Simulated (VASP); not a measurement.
# Gd (P6_3/mmc) in VASP: further runs

Runs on Gd. Level: RPBE. Tasks: single point.

Everything below comes from runs of VASP 6.6.1. Logs are shortened: lines on timing, memory, paths and dates and some standing lists are left out, and cuts for length are marked.

### 1 The cell of the first run

The structure is hexagonal, space group P6_3/mmc (No. 194). The conventional cell has a = 3.729 Å, b = 3.729 Å, c = 6.004 Å, α = 90.00°, β = 90.00°, γ = 120.00°. Gd (site symmetry -6m2) has 12 Gd at 3.69 to 3.73 Å within 4.9 Å.

### 2 Single point, RPBE, collinear spin, antiferromagnetic start (36.14 Å³/atom)

Input file INCAR:

```
SYSTEM = Gd
PREC = Accurate
ENCUT = 520
EDIFF = 1E-6
ISMEAR = -1
SIGMA = 0.05
LREAL = .False.
LASPH = .True.
NELM = 150
ALGO = Normal
ISIF = 2
LWAVE = .False.
LCHARG = .True.
ISPIN = 2
MAGMOM = 7.287 -7.287
LORBIT = 11
LMAXMIX = 6
GGA = RP
LELF = .True.
LVHAR = .True.
NBANDS = 29
```

Input file KPOINTS:

```
regular mesh
0
Gamma
  13 13 7
  0 0 0
```

Input file POSCAR:

```
Gd
1.0
    3.7285588906      0.0000000000      0.0000000000
   -1.8642794453      3.2290267187      0.0000000000
    0.0000000000      0.0000000000      6.0039191025
Gd
2
Direct
    0.3333333333      0.6666666667      0.2500000000
    0.6666666667      0.3333333333      0.7500000000
```

Potentials or basis: VASP PAW PBE potentials, release 64 (Gd).

Started as:

```
> cat potpaw_PBE.64/Gd/POTCAR > POTCAR
> mpirun -np 1 vasp_std > vasp.out
```

OUTCAR:

```text
SYSTEM = Gd
   PREC = Accurate
   ENCUT = 520
   EDIFF = 1E-6
   ISMEAR = -1
   LREAL = .False.
   LASPH = .True.
   NELM = 150
   ISIF = 2
   ISPIN = 2
   LORBIT = 11
   GGA = RP

 ion  position               nearest neighbor table
   1  0.333  0.667  0.250-
   2  0.667  0.333  0.750-

  LATTYP: Found a hexagonal cell.
 ALAT       =     3.7285588906
 C/A-ratio  =     1.6102519173

  Lattice vectors:

 A1 = (   3.7285588906,   0.0000000000,   0.0000000000)
 A2 = (  -1.8642794453,   3.2290267187,   0.0000000000)
 A3 = (   0.0000000000,   0.0000000000,   6.0039191025)

Analysis of symmetry for initial positions (statically):
=====================================================================
 Subroutine PRICEL returns:
 Original cell was already a primitive cell.

 Routine SETGRP: Setting up the symmetry group for a
 hexagonal supercell.

 Subroutine GETGRP returns: Found 24 space group operations
 (whereof 12 operations were pure point group operations)
 out of a pool of 24 trial point group operations.

The static configuration has the point symmetry D_3d.
 The point group associated with its full space group is D_6h.

Analysis of symmetry for dynamics (positions and initial velocities):
=====================================================================
 Subroutine PRICEL returns:
 Original cell was already a primitive cell.

 Routine SETGRP: Setting up the symmetry group for a
 hexagonal supercell.

 Subroutine GETGRP returns: Found 24 space group operations
 (whereof 12 operations were pure point group operations)
 out of a pool of 24 trial point group operations.

The dynamic configuration has the point symmetry D_3d.
 The point group associated with its full space group is D_6h.

Analysis of structural, dynamic, and magnetic symmetry:
=====================================================================
 Subroutine PRICEL returns:
 Original cell was already a primitive cell.

 Routine SETGRP: Setting up the symmetry group for a
 hexagonal supercell.

 Subroutine GETGRP returns: Found 24 space group operations
 (whereof 12 operations were pure point group operations)
 out of a pool of 24 trial point group operations.

The overall configuration has the point symmetry D_3d.
 The point group associated with its full space group is D_6h.

 Subroutine INISYM returns: Found 24 space group operations
 (whereof 12 operations are pure point group operations),
 and found     1 'primitive' translations

----------------------------------------------------------------------------------------

                                     Primitive cell

  volume of cell :      72.2849

  direct lattice vectors                    reciprocal lattice vectors
     3.728558891  0.000000000  0.000000000     0.268200136  0.154845420  0.000000000
    -1.864279445  3.229026719  0.000000000     0.000000000  0.309690841  0.000000000
     0.000000000  0.000000000  6.003919103     0.000000000  0.000000000  0.166557874

  length of vectors
     3.728558891  3.728558891  6.003919103     0.309690841  0.309690841  0.166557874

  position of ions in fractional coordinates (direct lattice)
     0.333333333  0.666666667  0.250000000
     0.666666667  0.333333333  0.750000000

  ion indices of the primitive-cell ions
   primitive index   ion index
                 1           1
                 2           2

----------------------------------------------------------------------------------------

 KPOINTS: regular mesh

Automatic generation of k-mesh.
 Grid dimensions read from file:
 generate k-points for:   13   13    7

 Generating k-lattice:

  Cartesian coordinates                     Fractional coordinates (reciprocal lattice)
     0.020630780  0.011911186  0.000000000     0.076923077  0.000000000  0.000000000
     0.000000000  0.023822372  0.000000000     0.000000000  0.076923077  0.000000000
     0.000000000  0.000000000  0.023793982     0.000000000  0.000000000  0.142857143

  Length of vectors
     0.023822372  0.023822372  0.023793982

  Shift w.r.t. Gamma in fractional coordinates (k-lattice)
     0.000000000  0.000000000  0.000000000

 Subroutine IBZKPT returns following result:
 ===========================================

 Found     84 irreducible k-points:

 Following reciprocal coordinates:
            Coordinates               Weight
  0.000000  0.000000  0.000000      1.000000
  0.076923  0.000000  0.000000      6.000000
  0.153846  0.000000  0.000000      6.000000
  0.230769 -0.000000  0.000000      6.000000
  0.307692  0.000000  0.000000      6.000000
  0.384615 -0.000000  0.000000      6.000000
[... 16 lines left out ...]
  0.076923  0.000000  0.142857     12.000000
  0.153846  0.000000  0.142857     12.000000
 [... further k-points ...]
   k-points           NKPTS =     84   k-points in BZ     NKDIM =     84   number of bands    NBANDS=     29
   number of dos      NEDOS =    301   number of ions     NIONS =      2
   total plane-waves  NPLWV =  37632
   dimension x,y,z NGX =    28 NGY =   28 NGZ =   48
   dimension x,y,z NGXF=    56 NGYF=   56 NGZF=   96
   ions per type =               2
   NGX,Y,Z   is equivalent  to a cutoff of  12.48, 12.48, 13.29 a.u.
   NGXF,Y,Z  is equivalent  to a cutoff of  24.97, 24.97, 26.58 a.u.
 SYSTEM =  Gd
   PREC   = accura    normal or accurate (medium, high low for compatibility)
   ISTART =      0    job   : 0-new  1-cont  2-samecut
   ICHARG =      2    charge: 1-file 2-atom 10-const
   ISPIN  =      2    spin polarized calculation?
   LNONCOLLINEAR =      F non collinear calculations
   LSORBIT =      F    spin-orbit coupling
   LASPH  =      T    aspherical Exc in radial PAW
   ENCUT  =  520.0 eV  38.22 Ry    6.18 a.u.   6.93  6.93 11.16*2*pi/ulx,y,z
   NELM   =    150;   NELMIN=  2; NELMDL= -5     # of ELM steps
   EDIFF  = 0.1E-05   stopping-criterion for ELM
   LREAL  =      F    real-space projection
   EDIFFG = 0.1E-04   stopping-criterion for IOM
   NSW    =      0    number of steps for IOM
   IBRION =     -1    ionic relax: 0-MD 1-quasi-New 2-CG
   NFREE  =      0    steps in history (QN), initial steepest desc. (CG)
   ISIF   =      2    stress and relaxation
   ISYM   =      2    0-nonsym 1-usesym 2-fastsym
   POTIM  = 0.5000    time-step for ionic-motion
   TEBEG  =    0.0;   TEEND  =   0.0 temperature during run
   PSTRESS=    0.0 pullay stress
   NELECT =      36.0000    total number of electrons
   NUPDOWN=      -1.0000    fix difference up-down
   EMIN   =  10.00;   EMAX   =-10.00  energy-range for DOS
   EFERMI =   0.00;   METHOD = LEGACY
   ISMEAR =    -1;   SIGMA  =   0.05  broadening in eV -4-tet -1-fermi 0-gaus
   EFERMI_NEDOS =   21; number of points for ismear=-14 and -15
   IALGO  =     38    algorithm
   IMIX   =      4    mixing-type and parameters
     AMIX     =   0.40;   BMIX     =  1.00
     AMIX_MAG =   1.60;   BMIX_MAG =  1.00
  volume/ion in A,a.u.               =      36.14       243.90
  Fermi-wavevector in a.u.,A,eV,Ry     =   1.297657  2.452216 22.911029  1.683913
  Thomas-Fermi vector in A             =   2.429035
   LORBIT       =     11    0 simple, 1 ext, 2 COOP (PROOUT), +10 PAW based schemes
   GGA     = RP    functional components
   LHFCALC =     F    Hartree Fock is set to
   AEXX    =    0.0000 exact exchange contribution
   IVDW    =     0    specifies the selected vdW correction
   LEPSILON=     F    determine dielectric tensor
   LRPA    =     F    only Hartree local field effects (RPA)
 spin polarized calculation
  energy-cutoff  :      520.00
  volume of cell :       72.28
 maximum number of plane-waves:      1961
 NGX is ok and might be reduce to    28
   NGX = 13   NGY = 13   NGZ = 23

 number of electron      35.9999984 magnetization       0.0000000

 number of electron      35.9999984 magnetization      -0.0000000

 Free energy of the ion-electron system (eV)
  ---------------------------------------------------
  ext. energy  EPLUGINS =         0.00000000
  ---------------------------------------------------
  free energy    TOTEN  =       -22.92851909 eV

  energy without entropy =      -22.89533453  energy(sigma->0) =      -22.91192681

 E-fermi :   2.6432     XC(G=0):  -9.4719

 val. band max:        2.6357010911   @ k =   0.1538   0.0769   0.4286
 cond. band min:       2.6472842047   @ k =   0.2308   0.2308   0.1429
 fundamental gap:      0.0115831136
 Fermi energy:         2.6431648955

 spin component 1

 k-point     1 :       0.0000    0.0000    0.0000
  band No.  band energies     occupation
      1     -42.7503      1.00000
      2     -39.4638      1.00000
      3     -20.1242      1.00000
      4     -19.9224      1.00000
      5     -19.9224      1.00000
      6     -17.7857      1.00000
[... 21 lines left out ...]
     28       4.6785      0.00000
     29       5.5067      0.00000

 k-point     2 :       0.0769    0.0000    0.0000
  band No.  band energies     occupation
      1     -42.7488      1.00000
      2     -39.4619      1.00000
      3     -20.1195      1.00000
      4     -19.9450      1.00000
      5     -19.9277      1.00000
      6     -17.7840      1.00000
[... 21 lines left out ...]
     28       4.8192      0.00000
     29       5.4676      0.00000

 k-point     3 :       0.1538    0.0000    0.0000
  band No.  band energies     occupation
      1     -42.7447      1.00000
      2     -39.4567      1.00000
      3     -20.1065      1.00000
      4     -20.0070      1.00000
      5     -19.9423      1.00000
      6     -17.7792      1.00000
[... 638 lines left out ...]
      5     -19.9276      1.00000
      6     -17.7926      1.00000
[... 21 lines left out ...]
     28       4.6554      0.00000
     29       5.2308      0.00000

 k-point    24 :       0.1538    0.0000    0.1429
  band No.  band energies     occupation
      1     -42.7446      1.00000
      2     -39.4568      1.00000
      3     -20.1025      1.00000
      4     -20.0072      1.00000
      5     -19.9422      1.00000
      6     -17.7862      1.00000
[... 21 lines left out ...]
     28       4.6757      0.00000
     29       4.9749      0.00000

 [... further k-points ...]

 spin component 2

 k-point     1 :       0.0000    0.0000    0.0000
  band No.  band energies     occupation
      1     -42.7503      1.00000
      2     -39.4638      1.00000
      3     -20.1242      1.00000
      4     -19.9224      1.00000
      5     -19.9224      1.00000
      6     -17.7857      1.00000
[... 21 lines left out ...]
     28       4.6785      0.00000
     29       5.5043      0.00000

 k-point     2 :       0.0769    0.0000    0.0000
  band No.  band energies     occupation
      1     -42.7488      1.00000
      2     -39.4619      1.00000
      3     -20.1195      1.00000
      4     -19.9450      1.00000
      5     -19.9277      1.00000
      6     -17.7840      1.00000
[... 21 lines left out ...]
     28       4.8192      0.00000
     29       5.4336      0.00000

 k-point     3 :       0.1538    0.0000    0.0000
  band No.  band energies     occupation
      1     -42.7447      1.00000
      2     -39.4567      1.00000
      3     -20.1065      1.00000
      4     -20.0070      1.00000
      5     -19.9423      1.00000
      6     -17.7792      1.00000
[... 638 lines left out ...]
      5     -19.9276      1.00000
      6     -17.7926      1.00000
[... 21 lines left out ...]
     28       4.6554      0.00000
     29       5.1874      0.00000

 k-point    24 :       0.1538    0.0000    0.1429
  band No.  band energies     occupation
      1     -42.7446      1.00000
      2     -39.4568      1.00000
      3     -20.1025      1.00000
      4     -20.0072      1.00000
      5     -19.9422      1.00000
      6     -17.7862      1.00000
[... 21 lines left out ...]
     28       4.6757      0.00000
     29       4.9751      0.00000

 [... further k-points ...]

------------------------ aborting loop because EDIFF is reached ----------------------------------------

  FORCE on cell =-STRESS in cart. coord.  units (eV):
  Direction    XX          YY          ZZ          XY          YZ          ZX
  --------------------------------------------------------------------------------------
  -------------------------------------------------------------------------------------
  Total       -0.6625766     -0.6625766     -0.6382361      0.0000000     -0.0000000      0.0000000
  in kB      -14.6858527    -14.6858527    -14.1463521      0.0000000     -0.0000000      0.0000000
  external PRESSURE =     -14.5060192 kB  Pullay stress =       0.0000000 kB

 VOLUME and BASIS-vectors are now :
 -----------------------------------------------------------------------------
  energy-cutoff  :      520.00
  volume of cell :       72.28
      direct lattice vectors                 reciprocal lattice vectors
     3.728558891  0.000000000  0.000000000     0.268200136  0.154845420  0.000000000
    -1.864279445  3.229026719  0.000000000     0.000000000  0.309690841  0.000000000
     0.000000000  0.000000000  6.003919103     0.000000000  0.000000000  0.166557874

 POSITION                                       TOTAL-FORCE (eV/Angst)
 -----------------------------------------------------------------------------------
     -0.00000      2.15268      1.50098         0.000000     -0.000000      0.000000
      1.86428      1.07634      4.50294        -0.000000      0.000000      0.000000
 -----------------------------------------------------------------------------------
    total drift:                               -0.000000      0.000000     -0.000000

  FREE ENERGIE OF THE ION-ELECTRON SYSTEM (eV)
  ---------------------------------------------------
  free  energy   TOTEN  =       -22.9285190945 eV

  energy  without entropy=      -22.8953345259  energy(sigma->0) =      -22.91192681

 total charge

# of ion       s       p       d       f       tot
--------------------------------------------------
    1        2.068   5.580   0.528   7.002  15.179
    2        2.068   5.580   0.528   7.002  15.179
--------------------------------------------------
tot          4.137  11.161   1.056  14.004  30.357

 magnetization (x)

# of ion       s       p       d       f       tot
--------------------------------------------------
    1        0.007  -0.074   0.204   6.804   6.941
    2       -0.007   0.074  -0.204  -6.804  -6.941
--------------------------------------------------
tot          0.000   0.000   0.000   0.000   0.000
```

It took 14 min on 1 thread of Intel Xeon Platinum 8259CL at 2.50GHz (Skylake/Cascade Lake), shared host; peak memory 0.41 GiB.

What came out:

```
Free energy                                           : -22.9285 eV
Pressure                                              : -1.5 GPa
Band gap on the k mesh                                : zero (filled and empty bands overlap)
Net moment                                            : 0.00 μB per cell
Site moments                                          : Gd +6.94, -6.94 μB
Valence electrons inside the program's atomic spheres : Gd 15.18
```

Caveat: the antiferromagnetic order is the one typed at the start, and another may lie lower; the PAW data sets were made with another functional, which shifts forces and pressure a little; spin-orbit coupling is left out, which moves the levels of the heavy elements; semilocal functionals describe open f shells poorly, which spoils levels, moments and volumes. The state reached can hang on the start; a lower one may exist.

### 3 Single point, RPBE, collinear spin, antiferromagnetic start (37.53 Å³/atom)

This run uses another cell than the first one, of 37.53 Å³/atom.

Input file INCAR:

```
ALGO     = Normal         # electronic algorithm
EDIFF    = 1E-6           # SCF threshold, eV
ENCUT    = 520            # plane-wave cutoff, eV
GGA      = RP             # functional
ISIF     = 2              # what is computed and relaxed
ISMEAR   = -1             # smearing method
ISPIN    = 2              # spin polarisation
LASPH    = T              # aspherical terms in the spheres
LCHARG   = T              # write CHGCAR
LELF     = T              # ELF
LMAXMIX  = 6              # l up to which the mixer works
LORBIT   = 11             # projections on sites
LREAL    = F              # projectors in reciprocal space
LVHAR    = T            
LWAVE    = F              # write WAVECAR
MAGMOM   = 7.287 -7.287   # initial moments
NBANDS   = 29             # bands
NELM     = 150            # most SCF steps
PREC     = Accurate       # precision mode
SIGMA    = 0.05           # smearing width, eV
```

Input file KPOINTS:

```
k-points
0
Gamma
  13 13 7
```

Input file POSCAR:

```
Gd
1.0
    3.7757608494      0.0000000000      0.0000000000
   -1.8878804247      3.2699048142      0.0000000000
    0.0000000000      0.0000000000      6.0799261473
Gd
2
Direct
    0.3333333333      0.6666666667      0.2500000000
    0.6666666667      0.3333333333      0.7500000000
```

Potentials or basis: VASP PAW PBE potentials, release 64 (Gd).

Started as:

```
> cat potpaw_PBE.64/Gd/POTCAR > POTCAR
> mpirun -np 1 vasp_std > vasp.out
```

Wall time 31 min (1 thread of Intel Xeon 8259CL, shared host); peak memory 0.43 GiB.

Results (log left out):

| Quantity | Value |
| --- | --- |
| Free energy | -22.9016 eV |
| Pressure | -2.0 GPa |
| Band gap on the k mesh | zero (filled and empty bands overlap) |
| Net moment | 0.00 μB per cell |
| Site moments | Gd +6.93, -6.93 μB |
| Valence electrons inside the program's atomic spheres | Gd 15.17 |

Stress tensor (GPa, compression positive):
```
-2.02  0.00  0.00
 0.00 -2.02  0.00
 0.00  0.00 -1.89
```

Levels at points of the mesh, in eV from the Fermi level:
Spin up:
```tsv
k point	band 15	band 16	band 17	band 18	band 19	band 20	band 21	band 22
(0.00, 0.00, 0.00)	-4.91	-4.47	-1.71	0.37	0.37	0.47	0.47	0.55
```
Spin down:
```tsv
k point	band 14	band 15	band 16	band 17	band 18	band 19	band 20	band 21	band 22	band 23
(0.00, 0.00, 0.00)	-4.92	-4.91	-4.47	-1.71	0.37	0.37	0.47	0.47	0.55	0.55
```

Caveat: the antiferromagnetic order is the one typed at the start, and another may lie lower; the PAW data sets were made with another functional, which shifts forces and pressure a little; spin-orbit coupling is left out, which moves the levels of the heavy elements; semilocal functionals describe open f shells poorly, which spoils levels, moments and volumes.
